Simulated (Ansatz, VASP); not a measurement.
## Two plane-wave programs on Si

Contents of INCAR:

```
SYSTEM = Si
  ALGO = Normal
  EDIFF = 1E-6
  ENCUT = 520
  GGA = PE
  ISIF = 2
  ISMEAR = 0
  LASPH = .TRUE.
  LCHARG = .FALSE.
  LREAL = .FALSE.
  LWAVE = .FALSE.
  NBANDS = 16
  NELM = 100
  PREC = Accurate
  SIGMA = 0.05
```

File KPOINTS:

```
k-points
0
G
  10 10 10
  0 0 0
```

POSCAR

```
Si
1.0
   -3.0779365595      3.0779365595      1.9304179815
    3.0779365595     -3.0779365595      1.9304179815
    2.6095549092      2.6095549092     -1.9304179815
Si
4
Direct
    0.1786105079      0.1786105079      0.3572210158
    0.8213894921      0.8213894921      0.6427789842
    0.1786105079      0.8213894921      0.0000000000
    0.8213894921      0.1786105079      0.0000000000
```

Input for Ansatz:

```yaml
crystal:
  lattice:
    - [-3.0779365595, 3.0779365595, 1.9304179815]
    - [3.0779365595, -3.0779365595, 1.9304179815]
    - [2.6095549092, 2.6095549092, -1.9304179815]
  atoms:
    - { symbol: Si, position: [0.1786105079, 0.1786105079, 0.3572210158] }
    - { symbol: Si, position: [0.8213894921, 0.8213894921, 0.6427789842] }
    - { symbol: Si, position: [0.1786105079, 0.8213894921, 0.0] }
    - { symbol: Si, position: [0.8213894921, 0.1786105079, 0.0] }
basis:
  ecutwfc: 420
kpoints:
  mp_grid: { grid: [10, 10, 10] }
hamiltonian:
  xc: pbe
  pseudopotentials: { kind: paw, azcp: { folder: soft_1 } }
scf:
  occupations: { method: gaussian, width: 0.05 }
output:
  forces: true
  stress: true
  eigenvalues: true
```

Change from the starting cell: engineering shear strain xy -0.1400, equal normal strain along x and y -0.1500.

Alike in both runs: task single point; functional PBE; k mesh 10 × 10 × 10; occupations gaussian, width 0.05 eV; no spin polarisation.

|  | VASP | Ansatz |
| --- | --- | --- |
| version | VASP 6.6.1 | Ansatz 0.2.0 |
| potentials or method | VASP PAW PBE potentials, release 64 (Si), cutoff 520 eV | scalar-relativistic, plane waves, PAW |
| valence electrons in the cell | 16 | 16 |

|  | VASP | Ansatz | Ansatz less VASP |
| --- | --- | --- | --- |
| gap on the k mesh at the Fermi level (eV) | none | none | - |
| pressure (GPa) | 51.0 | 51.3 | +0.31 |
| traceless stress, the component that is largest in VASP (GPa) | -29.39 | -29.56 | -0.166 |
| rms of the force components (eV/Å) | 3.462 | 3.486 | +0.0247 |

Atom by atom the forces differ by 0.025 eV/Å (rms over components). A gap of «none» marks a metal or a gap that the smearing closes. Both programs put the cell under a high pressure, so it lies far from rest at this level. The functional is the same, so the differences come from potentials, cutoffs and numerics.
